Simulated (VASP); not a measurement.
Write the native input for VASP 6.6.1 that does the following.

| Quantity | Value |
| --- | --- |
| Task | single point |
| Functional | r2SCAN |
| Potentials or basis | VASP PAW PBE potentials, release 64 (Li_sv) |
| Cutoff | 520 eV |
| k mesh | 13 × 13 × 7 |
| Occupations | fermi-dirac, width 0.1 eV |
| Spin | no spin polarisation |
| Dipole correction | no |
| Further INCAR settings | ALGO = Normal; EDIFF = 1e-06; NBANDS = 10 |

Crystal: Li.

```
Li
1.0
     3.17859    0.00000    0.00000
    -1.58929    2.75274    0.00000
     0.00000    0.00000    5.18432
Li
2
Cartesian
  0.0000 1.8352 1.2961
  1.5893 0.9176 3.8882
```

This isn't the form of Li at room conditions, which is bcc.

These files were run (other wordings do the same):

POSCAR

```
Li
1.0
    3.1785887513      0.0000000000      0.0000000000
   -1.5892943756      2.7527386068      0.0000000000
    0.0000000000      0.0000000000      5.1843232561
Li
2
Direct
    0.3333333333      0.6666666667      0.2500000000
    0.6666666667      0.3333333333      0.7500000000
```

INCAR.step1

```
SYSTEM = Li
ALGO = Normal
EDIFF = 1E-4
ENCUT = 520
GGA = PE
ISMEAR = -1
LASPH = .TRUE.
LCHARG = .FALSE.
LREAL = .FALSE.
LWAVE = .TRUE.
NBANDS = 10
NELM = 60
PREC = Accurate
SIGMA = 0.1
```

INCAR.step2

```
SYSTEM = Li
ALGO = Normal
EDIFF = 1E-6
ENCUT = 520
ISIF = 2
ISMEAR = -1
ISTART = 1
LASPH = .TRUE.
LCHARG = .FALSE.
LMIXTAU = .TRUE.
LREAL = .FALSE.
LWAVE = .FALSE.
METAGGA = R2SCAN
NBANDS = 10
NELM = 60
PREC = Accurate
SIGMA = 0.1
```

KPOINTS

```
k-points
0
G
  13 13 7
  0 0 0
```

Potentials or basis: VASP PAW PBE potentials, release 64 (Li_sv).

Command:

```bash
$ cat potpaw_PBE.64/Li_sv/POTCAR > POTCAR
$ cp INCAR.step1 INCAR
$ mpirun -np 1 vasp_std > vasp.out
$ cp INCAR.step2 INCAR
$ mpirun -np 1 vasp_std > vasp.out
```

It gave:

```yaml
Band_gap_on_the_k_mesh: zero (bands 3 and 4 overlap by 3.83 eV)
```

Wall time 6.4 min on 1 thread of Intel Xeon 8259CL (shared host), peak memory 0.14 GiB.
